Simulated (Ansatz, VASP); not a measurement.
# Cd5B3ClO9: VASP beside Ansatz

```xyz
18
Lattice="4.0860 -8.0305 0.0000 4.0860 8.0305 0.0000 -0.5611 0.0000 3.4285" Properties=species:S:1:pos:R:3 pbc="T T T"
Cd    6.7289   -2.0570    1.9418
Cd    6.7289    2.0570    1.9418
Cd    3.4695    2.8236    3.1279
Cd    3.4695   -2.8236    3.1279
Cd    2.1728    0.0000    1.0632
B     4.5290    0.0000    3.3386
B     5.2902   -4.8439    1.1554
B     5.2902    4.8439    1.1554
Cl    0.0026    0.0000    2.4398
O     5.7078   -1.2243    0.0667
O     5.7078    1.2243    0.0667
O     3.1884    0.0000    2.9977
O     2.3274    2.3561    1.1883
O     2.3274   -2.3561    1.1883
O     4.1486    5.1345    0.4295
O     4.1486   -5.1345    0.4295
O     5.2681   -3.6831    1.9035
O     5.2681    3.6831    1.9035
```

Alike in both runs: functional PBE; k mesh 4 × 4 × 7; occupations fermi-dirac, width 0.02 eV; no spin polarisation.

Ansatz relaxed the structure, and its values are those at the end. VASP's run is a single point on that final structure, the one shown.

```csv
,VASP,Ansatz
version,VASP 6.6.1,Ansatz 0.2.0
potentials or method,"VASP PAW PBE potentials, release 64 (Cd, B, Cl, O)","plane-wave PAW, scalar-relativistic"
plane-wave cutoff (eV),520,420
valence electrons in the cell,130,170
```

VASP gave:

```
gap on the k mesh at the Fermi level (eV) : 1.97
pressure (GPa)                            : 6.0
rms of the force components (eV/Å)        : 0.020
```

Q: Which values does Ansatz return?

A: gap on the k mesh at the Fermi level (eV): 1.98; pressure (GPa): 5.0; rms of the force components (eV/Å): 0.003.

VASP's potentials hold 130 valence electrons a cell and Ansatz's 170, so a difference there can come from the potentials and not from the codes. Ansatz's warnings: stress scf threshold loose.
